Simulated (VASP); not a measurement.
# Cd4S3 (P3m1) in VASP: single point with PBE

Aim: the single point of Cd4S3 with PBE.

Program: VASP 6.6.1. These are calculated values, not measurements. Logs are shortened: lines on timing, memory, paths and dates and some standing lists are left out, and cuts for length are marked.

## (1) The cell of the first run

Symmetry: P3m1, No. 156, trigonal system. Conventional cell: a = 4.099 Å, b = 4.099 Å, c = 12.723 Å, α = 90.00°, β = 90.00°, γ = 120.00°. Within 3.4 Å of Cd (site symmetry 3m) lie 4 S at 2.54 to 2.55 Å. Cd (site symmetry 3m) has 3 S at 2.63 Å and 3 Cd at 3.12 Å within 3.5 Å. Within 3.3 Å of Cd (site symmetry 3m) lie 4 S at 2.54 to 2.55 Å. Within 3.4 Å of Cd (site symmetry 3m) lie 2 S at 2.57 to 3.18 Å and 3 Cd at 3.12 Å. S (site symmetry 3m) has 4 Cd at 2.54 to 2.55 Å within 3.3 Å. Within 3.4 Å of S (site symmetry 3m) lie 5 Cd at 2.54 to 3.18 Å. Within 3.4 Å of S (site symmetry 3m) lie 4 Cd at 2.55 to 2.57 Å.

## (2) Single point, PBE

Contents of INCAR:

```
SYSTEM = Cd4S3
PREC = Accurate ; ENCUT = 520
EDIFF = 1E-6 ; ISMEAR = 0
SIGMA = 0.01 ; LREAL = .FALSE.
LASPH = .TRUE. ; NELM = 60
ALGO = Normal ; ISIF = 2
LWAVE = .FALSE. ; LCHARG = .FALSE.
GGA = PE ; NBANDS = 42
```

Contents of KPOINTS:

```
Automatic mesh
0
G
  12 12 4
  0 0 0
```

Contents of POSCAR:

```
Cd4S3
1.0
    4.0987060192      0.0000000000      0.0000000000
   -2.0493530096      3.5495835352      0.0000000000
    0.0000000000      0.0000000000     12.7232462515
Cd S
4 3
Direct
    0.0000000000      0.0000000000      0.5559177299
    0.3333333333      0.6666666667      0.8456466799
    0.3333333333      0.6666666667      0.2818451481
    0.0000000000      0.0000000000      0.0056612050
    0.3333333333      0.6666666667      0.4811467306
    0.0000000000      0.0000000000      0.7558306854
    0.0000000000      0.0000000000      0.2075518212
```

Potentials or basis: VASP PAW PBE potentials, release 64 (Cd, S).

On the command line:

```sh
cat potpaw_PBE.64/Cd/POTCAR potpaw_PBE.64/S/POTCAR > POTCAR
mpirun -np 1 vasp_std > vasp.out
```

OUTCAR:

```text
SYSTEM = Cd4S3
   PREC = Accurate
   ENCUT = 520
   EDIFF = 1E-6
   ISMEAR = 0
   LREAL = .FALSE.
   LASPH = .TRUE.
   NELM = 60
   ISIF = 2
   GGA = PE

 ion  position               nearest neighbor table
   1  0.000  0.000  0.556-   6 2.54   5 2.55   5 2.55   5 2.55
   2  0.333  0.667  0.846-   6 2.63   6 2.63   6 2.63   4 3.12   4 3.12   4 3.12
   3  0.333  0.667  0.282-   5 2.54   7 2.55   7 2.55   7 2.55
   4  0.000  0.000  0.006-   7 2.57   2 3.12   2 3.12   2 3.12   6 3.18
   5  0.333  0.667  0.481-   3 2.54   1 2.55   1 2.55   1 2.55
   6  0.000  0.000  0.756-   1 2.54   2 2.63   2 2.63   2 2.63   4 3.18
   7  0.000  0.000  0.208-   3 2.55   3 2.55   3 2.55   4 2.57

  LATTYP: Found a hexagonal cell.
 ALAT       =     4.0987060192
 C/A-ratio  =     3.1042104976

  Lattice vectors:

 A1 = (   4.0987060192,   0.0000000000,   0.0000000000)
 A2 = (  -2.0493530096,   3.5495835352,   0.0000000000)
 A3 = (   0.0000000000,   0.0000000000,  12.7232462515)

Analysis of symmetry for initial positions (statically):
=====================================================================
 Subroutine PRICEL returns:
 Original cell was already a primitive cell.

 Routine SETGRP: Setting up the symmetry group for a
 hexagonal supercell.

 Subroutine GETGRP returns: Found  6 space group operations
 (whereof  6 operations were pure point group operations)
 out of a pool of 24 trial point group operations.

The static configuration has the point symmetry C_3v.

Analysis of symmetry for dynamics (positions and initial velocities):
=====================================================================
 Subroutine PRICEL returns:
 Original cell was already a primitive cell.

 Routine SETGRP: Setting up the symmetry group for a
 hexagonal supercell.

 Subroutine GETGRP returns: Found  6 space group operations
 (whereof  6 operations were pure point group operations)
 out of a pool of 24 trial point group operations.

The dynamic configuration has the point symmetry C_3v.

 Subroutine INISYM returns: Found  6 space group operations
 (whereof  6 operations are pure point group operations),
 and found     1 'primitive' translations

----------------------------------------------------------------------------------------

                                     Primitive cell

  volume of cell :     185.1067

  direct lattice vectors                    reciprocal lattice vectors
     4.098706019  0.000000000  0.000000000     0.243979440  0.140861595  0.000000000
    -2.049353010  3.549583535  0.000000000     0.000000000  0.281723191  0.000000000
     0.000000000  0.000000000 12.723246252     0.000000000  0.000000000  0.078596294

  length of vectors
     4.098706019  4.098706019 12.723246252     0.281723191  0.281723191  0.078596294

  position of ions in fractional coordinates (direct lattice)
     0.000000000  0.000000000  0.555917730
     0.333333333  0.666666667  0.845646680
     0.333333333  0.666666667  0.281845148
     0.000000000  0.000000000  0.005661205
     0.333333333  0.666666667  0.481146731
     0.000000000  0.000000000  0.755830685
     0.000000000  0.000000000  0.207551821

  ion indices of the primitive-cell ions
   primitive index   ion index
                 1           1
                 2           2
                 3           3
                 4           4
                 5           5
                 6           6
                 7           7

----------------------------------------------------------------------------------------

 KPOINTS: Automatic mesh

Automatic generation of k-mesh.
 Grid dimensions read from file:
 generate k-points for:   12   12    4

 Generating k-lattice:

  Cartesian coordinates                     Fractional coordinates (reciprocal lattice)
     0.020331620  0.011738466  0.000000000     0.083333333  0.000000000  0.000000000
     0.000000000  0.023476933  0.000000000     0.000000000  0.083333333  0.000000000
     0.000000000  0.000000000  0.019649073     0.000000000  0.000000000  0.250000000

  Length of vectors
     0.023476933  0.023476933  0.019649073

  Shift w.r.t. Gamma in fractional coordinates (k-lattice)
     0.000000000  0.000000000  0.000000000

 Subroutine IBZKPT returns following result:
 ===========================================

 Found     69 irreducible k-points:

 Following reciprocal coordinates:
            Coordinates               Weight
  0.000000  0.000000  0.000000      1.000000
  0.083333 -0.000000  0.000000      6.000000
  0.166667 -0.000000  0.000000      6.000000
  0.250000 -0.000000  0.000000      6.000000
  0.333333 -0.000000  0.000000      6.000000
  0.416667  0.000000  0.000000      6.000000
[... 16 lines left out ...]
  0.166667 -0.000000  0.250000      6.000000
  0.000000  0.166667  0.250000      6.000000
 [... further k-points ...]
   k-points           NKPTS =     69   k-points in BZ     NKDIM =     69   number of bands    NBANDS=     42
   number of dos      NEDOS =    301   number of ions     NIONS =      7
   total plane-waves  NPLWV =  86400
   dimension x,y,z NGX =    30 NGY =   30 NGZ =   96
   dimension x,y,z NGXF=    60 NGYF=   60 NGZF=  192
   ions per type =               4   3
   NGX,Y,Z   is equivalent  to a cutoff of  12.17, 12.17, 12.54 a.u.
   NGXF,Y,Z  is equivalent  to a cutoff of  24.34, 24.34, 25.09 a.u.
 SYSTEM =  Cd4S3
   PREC   = accura    normal or accurate (medium, high low for compatibility)
   ISTART =      0    job   : 0-new  1-cont  2-samecut
   ICHARG =      2    charge: 1-file 2-atom 10-const
   ISPIN  =      1    spin polarized calculation?
   LNONCOLLINEAR =      F non collinear calculations
   LSORBIT =      F    spin-orbit coupling
   LASPH  =      T    aspherical Exc in radial PAW
   ENCUT  =  520.0 eV  38.22 Ry    6.18 a.u.   7.62  7.62 23.66*2*pi/ulx,y,z
   NELM   =     60;   NELMIN=  2; NELMDL= -5     # of ELM steps
   EDIFF  = 0.1E-05   stopping-criterion for ELM
   LREAL  =      F    real-space projection
   EDIFFG = 0.1E-04   stopping-criterion for IOM
   NSW    =      0    number of steps for IOM
   IBRION =     -1    ionic relax: 0-MD 1-quasi-New 2-CG
   NFREE  =      0    steps in history (QN), initial steepest desc. (CG)
   ISIF   =      2    stress and relaxation
   ISYM   =      2    0-nonsym 1-usesym 2-fastsym
   POTIM  = 0.5000    time-step for ionic-motion
   TEBEG  =    0.0;   TEEND  =   0.0 temperature during run
   PSTRESS=    0.0 pullay stress
   NELECT =      66.0000    total number of electrons
   NUPDOWN=      -1.0000    fix difference up-down
   EMIN   =  10.00;   EMAX   =-10.00  energy-range for DOS
   EFERMI =   0.00;   METHOD = LEGACY
   ISMEAR =     0;   SIGMA  =   0.01  broadening in eV -4-tet -1-fermi 0-gaus
   EFERMI_NEDOS =   21; number of points for ismear=-14 and -15
   IALGO  =     38    algorithm
   IMIX   =      4    mixing-type and parameters
     AMIX     =   0.40;   BMIX     =  1.00
     AMIX_MAG =   1.60;   BMIX_MAG =  1.00
  volume/ion in A,a.u.               =      26.44       178.45
  Fermi-wavevector in a.u.,A,eV,Ry     =   1.160866  2.193719 18.335347  1.347610
  Thomas-Fermi vector in A             =   2.297444
   LORBIT       =      0    0 simple, 1 ext, 2 COOP (PROOUT), +10 PAW based schemes
   GGA     = PE    functional components
   LHFCALC =     F    Hartree Fock is set to
   AEXX    =    0.0000 exact exchange contribution
   IVDW    =     0    specifies the selected vdW correction
   LEPSILON=     F    determine dielectric tensor
   LRPA    =     F    only Hartree local field effects (RPA)
 non-spin polarized calculation
 Gauss-broadening in eV      SIGMA  =   0.01
  energy-cutoff  :      520.00
  volume of cell :      185.11
 maximum number of plane-waves:      5052
   NGX = 15   NGY = 15   NGZ = 47

 number of electron      66.0000021 magnetization

 Free energy of the ion-electron system (eV)
  ---------------------------------------------------
  ext. energy  EPLUGINS =         0.00000000
  ---------------------------------------------------
  free energy    TOTEN  =       -18.30634895 eV

  energy without entropy =      -18.30634891  energy(sigma->0) =      -18.30634893

 E-fermi :   1.8196     XC(G=0):  -9.0310

 val. band max:        1.7931427040   @ k =   0.3333   0.3333   0.5000
 cond. band min:       1.8468543549   @ k =   0.5000  -0.0000   0.0000
 fundamental gap:      0.0537116509
 Fermi energy:         1.8196431412

 k-point     1 :       0.0000    0.0000    0.0000
  band No.  band energies     occupation
      1     -11.3799      2.00000
      2     -11.1502      2.00000
      3     -10.9417      2.00000
      4      -7.0008      2.00000
      5      -6.9442      2.00000
      6      -6.9442      2.00000
[... 34 lines left out ...]
     41       7.6808      0.00000
     42       7.6914      0.00000

 k-point     2 :       0.0833   -0.0000    0.0000
  band No.  band energies     occupation
      1     -11.3579      2.00000
      2     -11.1327      2.00000
      3     -10.9254      2.00000
      4      -7.0034      2.00000
      5      -6.9401      2.00000
      6      -6.9301      2.00000
[... 34 lines left out ...]
     41       7.4394      0.00000
     42       7.7431      0.00000

 k-point     3 :       0.1667   -0.0000    0.0000
  band No.  band energies     occupation
      1     -11.2975      2.00000
      2     -11.0849      2.00000
      3     -10.8806      2.00000
      4      -7.0055      2.00000
      5      -6.9305      2.00000
      6      -6.9008      2.00000
[... 897 lines left out ...]
      4      -7.0091      2.00000
      5      -6.9306      2.00000
      6      -6.9047      2.00000
[... 34 lines left out ...]
     41       7.1178      0.00000
     42       7.7767      0.00000

 k-point    24 :       0.0000    0.1667    0.2500
  band No.  band energies     occupation
      1     -11.2933      2.00000
      2     -11.0943      2.00000
      3     -10.8755      2.00000
      4      -7.0091      2.00000
      5      -6.9307      2.00000
      6      -6.9040      2.00000
[... 34 lines left out ...]
     41       7.1629      0.00000
     42       7.5631      0.00000

 [... further k-points ...]

------------------------ aborting loop because EDIFF is reached ----------------------------------------

  FORCE on cell =-STRESS in cart. coord.  units (eV):
  Direction    XX          YY          ZZ          XY          YZ          ZX
  --------------------------------------------------------------------------------------
  -------------------------------------------------------------------------------------
  Total        0.2955413      0.2955413      0.3532098     -0.0000000      0.0000000      0.0000000
  in kB        2.5580364      2.5580364      3.0571811     -0.0000000      0.0000000      0.0000000
  external PRESSURE =       2.7244180 kB  Pullay stress =       0.0000000 kB

 VOLUME and BASIS-vectors are now :
 -----------------------------------------------------------------------------
  energy-cutoff  :      520.00
  volume of cell :      185.11
      direct lattice vectors                 reciprocal lattice vectors
     4.098706019  0.000000000  0.000000000     0.243979440  0.140861595  0.000000000
    -2.049353010  3.549583535  0.000000000     0.000000000  0.281723191  0.000000000
     0.000000000  0.000000000 12.723246252     0.000000000  0.000000000  0.078596294

 POSITION                                       TOTAL-FORCE (eV/Angst)
 -----------------------------------------------------------------------------------
      0.00000      0.00000      7.07308        -0.000000     -0.000000      0.004212
     -0.00000      2.36639     10.75937         0.000000      0.000000      0.018485
     -0.00000      2.36639      3.58599        -0.000000     -0.000000      0.001674
      0.00000      0.00000      0.07203        -0.000000      0.000000     -0.015507
     -0.00000      2.36639      6.12175         0.000000     -0.000000     -0.001046
      0.00000      0.00000      9.61662         0.000000     -0.000000     -0.002816
      0.00000      0.00000      2.64073         0.000000     -0.000000     -0.005002
 -----------------------------------------------------------------------------------
    total drift:                                0.000000     -0.000001      0.000567

  FREE ENERGIE OF THE ION-ELECTRON SYSTEM (eV)
  ---------------------------------------------------
  free  energy   TOTEN  =       -18.3063489492 eV

  energy  without entropy=      -18.3063489139  energy(sigma->0) =      -18.30634893
```

Run time: 17 min. Hardware: 1 thread of Intel Xeon 8259CL, shared host; peak memory 0.54 GiB.

Results:

- Free energy: -18.3063 eV
- Pressure: 0.3 GPa
- Largest force: 0.018 eV/Å
- Band gap on the k mesh: 0.05 eV (least direct gap 0.24 eV)

Forces on the atoms (eV/Å):
```
Cd   0.000  0.000  0.004
Cd   0.000  0.000  0.018
Cd   0.000  0.000  0.002
Cd   0.000  0.000 -0.016
S    0.000  0.000 -0.001
S    0.000  0.000 -0.003
S    0.000  0.000 -0.005
```

A k mesh can miss the band edges.
